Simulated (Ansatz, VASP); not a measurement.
## One calculation of MgO, two programs

Contents of INCAR:

```
PREC = Accurate ; ENCUT = 840
EDIFF = 1E-6 ; ISMEAR = -1
SIGMA = 0.02 ; LREAL = False
LASPH = True ; NELM = 120
ALGO = Normal ; ISIF = 2
LWAVE = False ; LCHARG = False
GGA = PE ; NBANDS = 15
GGA_COMPAT = False
```

KPOINTS

```
Automatic mesh
0
Gamma
  8 8 8
```

File POSCAR:

```
MgO
1.0
   -0.0070283333      2.1085000000      2.1085000000
    2.1085000000     -0.0070283333      2.1085000000
    2.1014716667      2.1014716667      0.0000000000
Mg O
1 1
Direct
    0.0000000000      0.0000000000      0.0000000000
    0.5000000000      0.5000000000      0.5000000000
```

Input for Ansatz:

```yaml
crystal:
  lattice:
    - [-0.007028333333333333, 2.1085, 2.1085]
    - [2.1085, -0.007028333333333333, 2.1085]
    - [2.1014716666666664, 2.1014716666666664, 0.0]
  atoms:
    - { symbol: Mg, position: [0.0, 0.0, 0.0] }
    - { symbol: O, position: [0.5, 0.5, 0.5] }
basis:
  ecutwfc: 470.0
kpoints:
  mp_grid:
    grid: [8, 8, 8]
hamiltonian:
  xc: pbe
scf:
  occupations:
    method: fermi_dirac
    width: 0.02
output:
  stress: true
```

Alike in both runs: task single point; functional PBE; k mesh 8 × 8 × 8; occupations fermi-dirac, width 0.02 eV; no spin polarisation.

|  | VASP | Ansatz |
| --- | --- | --- |
| version | VASP 6.6.1 | Ansatz 0.2.0 |
| potentials or method | VASP PAW PBE potentials, release 64 (Mg_sv, O), cutoff 840 eV | plane waves, PAW |
| valence electrons in the cell | 16 | 16 |

Ansatz gave:

```
pressure (GPa)                                                : 4.1
traceless stress, the component that is largest in VASP (GPa) : 0.97
```

Task: What did VASP give for the same quantities?

Result: Pressure (GPa): 4.2; traceless stress, the component that is largest in VASP (GPa): 0.97.

With one functional, cell and mesh, what is left measures potentials, basis and numerics.
